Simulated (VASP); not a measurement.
# NaB (Fm-3m) in VASP: single point with PBE

Aim: the single point of NaB with PBE.

Program: VASP 6.6.1. These are calculated values, not measurements. Logs are shortened: lines on timing, memory, paths and dates and some standing lists are left out, and cuts for length are marked.

### Step 1. The cell of the first run

Symmetry: Fm-3m, No. 225, cubic system. Conventional cell: a = 5.368 Å, b = 5.368 Å, c = 5.368 Å, α = 90.00°, β = 90.00°, γ = 90.00°. Within 3.5 Å of Na (site symmetry m-3m) lie 6 B at 2.68 Å. B (site symmetry m-3m) has 6 Na at 2.68 Å within 3.5 Å.

### Step 2. Single point, PBE

Contents of INCAR:

```
SYSTEM = NaB
ALGO = Normal
EDIFF = 1E-6
ENCUT = 970
GGA = PE
GGA_COMPAT = .FALSE.
ISIF = 2
ISMEAR = 0
ISYM = 0
LASPH = .TRUE.
LCHARG = .FALSE.
LREAL = .FALSE.
LWAVE = .FALSE.
NBANDS = 13
NELM = 120
PREC = Accurate
SIGMA = 0.1
```

Contents of KPOINTS:

```
Automatic mesh
0
Gamma
  4 4 4
  0.5 0.5 0
```

Contents of POSCAR:

```
NaB
1.0
    0.0000000000      2.6838690000      2.6838690000
    2.6838690000      0.0000000000      2.6838690000
    2.6838690000      2.6838690000      0.0000000000
Na B
1 1
Direct
    0.3920000000      0.4530000000      0.5330000000
    0.8920000000      0.9530000000      1.0330000000
```

Potentials or basis: VASP PAW PBE potentials, release 64 (Na_sv, B).

Run with:

```
cat potpaw_PBE.64/Na_sv/POTCAR potpaw_PBE.64/B/POTCAR > POTCAR
mpirun -np 1 vasp_std > vasp.out
```

OUTCAR:

```text
SYSTEM = NaB
   EDIFF = 1E-6
   ENCUT = 970
   GGA = PE
   ISIF = 2
   ISMEAR = 0
   ISYM = 0
   LASPH = .TRUE.
   LREAL = .FALSE.
   NELM = 120
   PREC = Accurate

 ion  position               nearest neighbor table
   1  0.392  0.453  0.533-
   2  0.892  0.953  0.033-

IMPORTANT INFORMATION: All symmetrisations will be switched off!
NOSYMM: (Re-)initialisation of all symmetry stuff for point group C_1.

----------------------------------------------------------------------------------------

                                     Primitive cell

  volume of cell :      38.6646

  direct lattice vectors                    reciprocal lattice vectors
     0.000000000  2.683869000  2.683869000    -0.186298214  0.186298214  0.186298214
     2.683869000  0.000000000  2.683869000     0.186298214 -0.186298214  0.186298214
     2.683869000  2.683869000  0.000000000     0.186298214  0.186298214 -0.186298214

  length of vectors
     3.795563939  3.795563939  3.795563939     0.322677971  0.322677971  0.322677971

  position of ions in fractional coordinates (direct lattice)
     0.392000000  0.453000000  0.533000000
     0.892000000  0.953000000  0.033000000

  ion indices of the primitive-cell ions
   primitive index   ion index
                 1           1
                 2           2

----------------------------------------------------------------------------------------

 KPOINTS: Automatic mesh

Automatic generation of k-mesh.
 Grid dimensions read from file:
 generate k-points for:    4    4    4

 Generating k-lattice:

  Cartesian coordinates                     Fractional coordinates (reciprocal lattice)
    -0.046574553  0.046574553  0.046574553     0.250000000  0.000000000  0.000000000
     0.046574553 -0.046574553  0.046574553     0.000000000  0.250000000  0.000000000
     0.046574553  0.046574553 -0.046574553     0.000000000  0.000000000  0.250000000

  Length of vectors
     0.080669493  0.080669493  0.080669493

  Shift w.r.t. Gamma in fractional coordinates (k-lattice)
     0.500000000  0.500000000  0.000000000

 Subroutine IBZKPT returns following result:
 ===========================================

 Found     96 irreducible k-points:

 Following reciprocal coordinates:
            Coordinates               Weight
  0.125000  0.125000  0.000000      2.000000
  0.000000  0.125000  0.125000      2.000000
  0.125000  0.000000  0.125000      2.000000
  0.375000  0.125000  0.000000      2.000000
  0.000000  0.375000  0.125000      2.000000
  0.125000  0.000000  0.375000      2.000000
[... 16 lines left out ...]
 -0.375000 -0.375000  0.500000      2.000000
  0.000000  0.125000 -0.375000      2.000000
 [... further k-points ...]
   k-points           NKPTS =     96   k-points in BZ     NKDIM =     96   number of bands    NBANDS=     13
   number of dos      NEDOS =    301   number of ions     NIONS =      2
   total plane-waves  NPLWV =  64000
   dimension x,y,z NGX =    40 NGY =   40 NGZ =   40
   dimension x,y,z NGXF=    80 NGYF=   80 NGZF=   80
   ions per type =               1   1
   NGX,Y,Z   is equivalent  to a cutoff of  17.52, 17.52, 17.52 a.u.
   NGXF,Y,Z  is equivalent  to a cutoff of  35.04, 35.04, 35.04 a.u.
 SYSTEM =  NaB
   PREC   = accura    normal or accurate (medium, high low for compatibility)
   ISTART =      0    job   : 0-new  1-cont  2-samecut
   ICHARG =      2    charge: 1-file 2-atom 10-const
   ISPIN  =      1    spin polarized calculation?
   LNONCOLLINEAR =      F non collinear calculations
   LSORBIT =      F    spin-orbit coupling
   LASPH  =      T    aspherical Exc in radial PAW
   ENCUT  =  970.0 eV  71.29 Ry    8.44 a.u.   9.64  9.64  9.64*2*pi/ulx,y,z
   NELM   =    120;   NELMIN=  2; NELMDL= -5     # of ELM steps
   EDIFF  = 0.1E-05   stopping-criterion for ELM
   LREAL  =      F    real-space projection
   EDIFFG = 0.1E-04   stopping-criterion for IOM
   NSW    =      0    number of steps for IOM
   IBRION =     -1    ionic relax: 0-MD 1-quasi-New 2-CG
   NFREE  =      0    steps in history (QN), initial steepest desc. (CG)
   ISIF   =      2    stress and relaxation
   ISYM   =      0    0-nonsym 1-usesym 2-fastsym
   POTIM  = 0.5000    time-step for ionic-motion
   TEBEG  =    0.0;   TEEND  =   0.0 temperature during run
   PSTRESS=    0.0 pullay stress
   NELECT =      12.0000    total number of electrons
   NUPDOWN=      -1.0000    fix difference up-down
   EMIN   =  10.00;   EMAX   =-10.00  energy-range for DOS
   EFERMI =   0.00;   METHOD = LEGACY
   ISMEAR =     0;   SIGMA  =   0.10  broadening in eV -4-tet -1-fermi 0-gaus
   EFERMI_NEDOS =   21; number of points for ismear=-14 and -15
   IALGO  =     38    algorithm
   IMIX   =      4    mixing-type and parameters
     AMIX     =   0.40;   BMIX     =  1.00
     AMIX_MAG =   1.60;   BMIX_MAG =  1.00
  volume/ion in A,a.u.               =      19.33       130.46
  Fermi-wavevector in a.u.,A,eV,Ry     =   1.108402  2.094576 16.715503  1.228555
  Thomas-Fermi vector in A             =   2.244929
   LORBIT       =      0    0 simple, 1 ext, 2 COOP (PROOUT), +10 PAW based schemes
   GGA     = PE    functional components
   LHFCALC =     F    Hartree Fock is set to
   AEXX    =    0.0000 exact exchange contribution
   IVDW    =     0    specifies the selected vdW correction
   LEPSILON=     F    determine dielectric tensor
   LRPA    =     F    only Hartree local field effects (RPA)
 non-spin polarized calculation
 Gauss-broadening in eV      SIGMA  =   0.10
  energy-cutoff  :      970.00
  volume of cell :       38.66
 maximum number of plane-waves:      2689
   NGX = 19   NGY = 19   NGZ = 19

 number of electron      11.9999999 magnetization

 Free energy of the ion-electron system (eV)
  ---------------------------------------------------
  ext. energy  EPLUGINS =         0.00000000
  ---------------------------------------------------
  free energy    TOTEN  =        -4.35069165 eV

  energy without entropy =       -4.34506905  energy(sigma->0) =       -4.34788035

 E-fermi :   0.9601     XC(G=0):  -8.2814

 val. band max:        0.6876558866   @ k =   0.3750  -0.3750   0.2500
 cond. band min:       1.0077369150   @ k =   0.1250   0.2500   0.3750
 fundamental gap:      0.3200810285
 Fermi energy:         0.9600585618

 k-point     1 :       0.1250    0.1250    0.0000
  band No.  band energies     occupation
      1     -50.1105      2.00000
      2     -22.0333      2.00000
      3     -22.0298      2.00000
      4     -22.0298      2.00000
      5      -5.9139      2.00000
      6       2.7322      0.00000
      7       3.0997      0.00000
      8       3.0997      0.00000
      9       8.9681      0.00000
     10       9.8662      0.00000
     11      11.8469      0.00000
     12      11.8469      0.00000
     13      13.1172      0.00000

 k-point     2 :       0.0000    0.1250    0.1250
  band No.  band energies     occupation
      1     -50.1105      2.00000
      2     -22.0333      2.00000
      3     -22.0298      2.00000
      4     -22.0298      2.00000
      5      -5.9139      2.00000
      6       2.7322      0.00000
      7       3.0997      0.00000
      8       3.0997      0.00000
      9       8.9681      0.00000
     10       9.8662      0.00000
     11      11.8469      0.00000
     12      11.8469      0.00000
     13      13.1172      0.00000

 k-point     3 :       0.1250    0.0000    0.1250
  band No.  band energies     occupation
      1     -50.1105      2.00000
      2     -22.0333      2.00000
      3     -22.0298      2.00000
      4     -22.0298      2.00000
      5      -5.9139      2.00000
      6       2.7322      0.00000
      7       3.0997      0.00000
      8       3.0997      0.00000
      9       8.9681      0.00000
     10       9.8662      0.00000
     11      11.8469      0.00000
     12      11.8469      0.00000
     13      13.1172      0.00000

 k-point     4 :       0.3750    0.1250    0.0000
  band No.  band energies     occupation
      1     -50.1094      2.00000
      2     -22.0577      2.00000
      3     -22.0334      2.00000
      4     -22.0332      2.00000
      5      -4.8332      2.00000
      6       0.3018      2.00000
      7       2.5374      0.00000
      8       2.6606      0.00000
      9       8.6198      0.00000
     10      10.7962      0.00000
     11      10.9785      0.00000
     12      12.1642      0.00000
     13      14.3489      0.00000

 k-point     5 :       0.0000    0.3750    0.1250
  band No.  band energies     occupation
      1     -50.1094      2.00000
      2     -22.0577      2.00000
      3     -22.0334      2.00000
      4     -22.0332      2.00000
      5      -4.8332      2.00000
      6       0.3018      2.00000
      7       2.5374      0.00000
      8       2.6606      0.00000
      9       8.6198      0.00000
     10      10.7962      0.00000
     11      10.9785      0.00000
     12      12.1642      0.00000
     13      14.3489      0.00000
[... 257 lines left out ...]
 k-point    22 :       0.5000   -0.1250   -0.1250
  band No.  band energies     occupation
      1     -50.1091      2.00000
      2     -22.0640      2.00000
      3     -22.0364      2.00000
      4     -22.0318      2.00000
      5      -4.3860      2.00000
      6      -0.4412      2.00000
      7       2.1801      0.00000
      8       2.7491      0.00000
      9       8.6253      0.00000
     10      10.6577      0.00000
     11      11.7057      0.00000
     12      11.7905      0.00000
     13      15.3577      0.00000

 k-point    23 :      -0.3750   -0.3750    0.5000
  band No.  band energies     occupation
      1     -50.1091      2.00000
      2     -22.0640      2.00000
      3     -22.0364      2.00000
      4     -22.0318      2.00000
      5      -4.3860      2.00000
      6      -0.4412      2.00000
      7       2.1801      0.00000
      8       2.7491      0.00000
      9       8.6253      0.00000
     10      10.6577      0.00000
     11      11.7057      0.00000
     12      11.7905      0.00000
     13      15.3577      0.00000

 k-point    24 :       0.0000    0.1250   -0.3750
  band No.  band energies     occupation
      1     -50.1091      2.00000
      2     -22.0640      2.00000
      3     -22.0364      2.00000
      4     -22.0318      2.00000
      5      -4.3860      2.00000
      6      -0.4412      2.00000
      7       2.1801      0.00000
      8       2.7491      0.00000
      9       8.6253      0.00000
     10      10.6577      0.00000
     11      11.7057      0.00000
     12      11.7905      0.00000
     13      15.3577      0.00000

 [... further k-points ...]

------------------------ aborting loop because EDIFF is reached ----------------------------------------

  FORCE on cell =-STRESS in cart. coord.  units (eV):
  Direction    XX          YY          ZZ          XY          YZ          ZX
  --------------------------------------------------------------------------------------
  -------------------------------------------------------------------------------------
  Total       -0.1522223     -0.1522810     -0.1520200     -0.0000118     -0.0000141      0.0000372
  in kB       -6.3077585     -6.3101902     -6.2993746     -0.0004876     -0.0005862      0.0015416
  external PRESSURE =      -6.3057744 kB  Pullay stress =       0.0000000 kB

 VOLUME and BASIS-vectors are now :
 -----------------------------------------------------------------------------
  energy-cutoff  :      970.00
  volume of cell :       38.66
      direct lattice vectors                 reciprocal lattice vectors
     0.000000000  2.683869000  2.683869000    -0.186298214  0.186298214  0.186298214
     2.683869000  0.000000000  2.683869000     0.186298214 -0.186298214  0.186298214
     2.683869000  2.683869000  0.000000000     0.186298214  0.186298214 -0.186298214

 POSITION                                       TOTAL-FORCE (eV/Angst)
 -----------------------------------------------------------------------------------
      2.64629      2.48258      2.26787        -0.000048      0.000000     -0.000339
      2.64629      2.48258      4.95174         0.000048     -0.000000      0.000339
 -----------------------------------------------------------------------------------
    total drift:                               -0.000096     -0.000001     -0.000701

  FREE ENERGIE OF THE ION-ELECTRON SYSTEM (eV)
  ---------------------------------------------------
  free  energy   TOTEN  =        -4.3506916537 eV

  energy  without entropy=       -4.3450690483  energy(sigma->0) =       -4.34788035
```

It took 80 s on 1 thread of Intel Xeon Platinum 8259CL at 2.50GHz (Skylake/Cascade Lake), shared host; peak memory 0.3 GiB.

Results:

```yaml
Free_energy: -4.3507 eV
Pressure: -0.6 GPa
Band_gap_on_the_k_mesh: zero (bands 6 and 7 overlap by 2.09 eV)
```

Caveat: the k points lie up to 0.51 Å⁻¹ apart, too coarse for converged energies and pressures of a metal.
